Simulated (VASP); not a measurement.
BN, 2 atoms in the cell. Symmetry: Fmm2, No. 42, orthorhombic system. Conventional cell: a = 2.429 Å, b = 6.470 Å, c = 4.622 Å, α = 90.00°, β = 90.00°, γ = 90.00°. Within 1.9 Å of B (site symmetry mm2) lie 3 N at 1.44 to 1.54 Å. Within 1.9 Å of N (site symmetry mm2) lie 3 B at 1.44 to 1.54 Å. 

| Quantity | Value |
| --- | --- |
| Program | VASP 6.6.1 |
| Task | single point |
| Functional | PBE |
| Dispersion | D3(BJ) |
| Potentials or basis | VASP PAW PBE potentials, release 64 (B, N) |
| Cutoff | 600 eV |
| k mesh | 12 × 12 × 12 |
| Occupations | gaussian, width 0.05 eV |
| Spin | no spin polarisation |
| Dipole correction | no |
| Further INCAR settings | ALGO = Normal; EDIFF = 1e-06; NBANDS = 11 |

Potentials or basis: VASP PAW PBE potentials, release 64 (B, N).

Launch:

```bash
$ cat potpaw_PBE.64/B/POTCAR potpaw_PBE.64/N/POTCAR > POTCAR
$ mpirun -np 1 vasp_std > vasp.out
```

Hardware: 1 thread of Intel Xeon 8259CL (shared host).

Q: How long does it take, and how much memory?

A: Wall time 110 s on 1 thread of Intel Xeon 8259CL, with other jobs on the host, peak memory 0.21 GiB. Counts: scf iterations 13, k points 280.
